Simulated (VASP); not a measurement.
Input of a VASP 6.6.1 run:

File INCAR:

```
SYSTEM = SnSe
PREC = Accurate ; ENCUT = 520
EDIFF = 1E-6 ; ISMEAR = 0
SIGMA = 0.05 ; LREAL = .FALSE.
LASPH = .TRUE. ; NELM = 60
ALGO = Normal ; ISIF = 2
LWAVE = .FALSE. ; LCHARG = .FALSE.
NBANDS = 28
```

KPOINTS

```
regular mesh
0
G
  8 8 4
  0 0 0
```

The input POSCAR:

```
SnSe
1.0
    4.2161971463      0.0000000000      0.0000000000
    0.0000000000      4.2161971463      0.0000000000
    0.0000000000      0.0000000000     11.3540614930
Sn Se
2 2
Direct
    0.5000000000      0.0000000000      0.3722291100
    0.0000000000      0.5000000000      0.6277708900
    0.5000000000      0.0000000000      0.6160394900
    0.0000000000      0.5000000000      0.3839605100
```

Potentials or basis: VASP PAW LDA potentials, release 64 (Sn_d, Se).

The run is started by

```sh
$ cat potpaw_LDA.64/Sn_d/POTCAR potpaw_LDA.64/Se/POTCAR > POTCAR
$ mpirun -np 1 vasp_std > vasp.out
```

Estimate the band gap on the k mesh.

0.98 eV.

Estimate the largest force.

0.511 eV/Å.

Forces in eV/Å, atoms in the order of the input:
```
Sn   0.000  0.000  0.511
Sn   0.000  0.000 -0.511
Se   0.000  0.000 -0.327
Se   0.000  0.000  0.327
```

Caveat: there is no dipole correction, which matters where the two faces differ; spin-orbit coupling is left out, which moves the levels of the heavy elements.
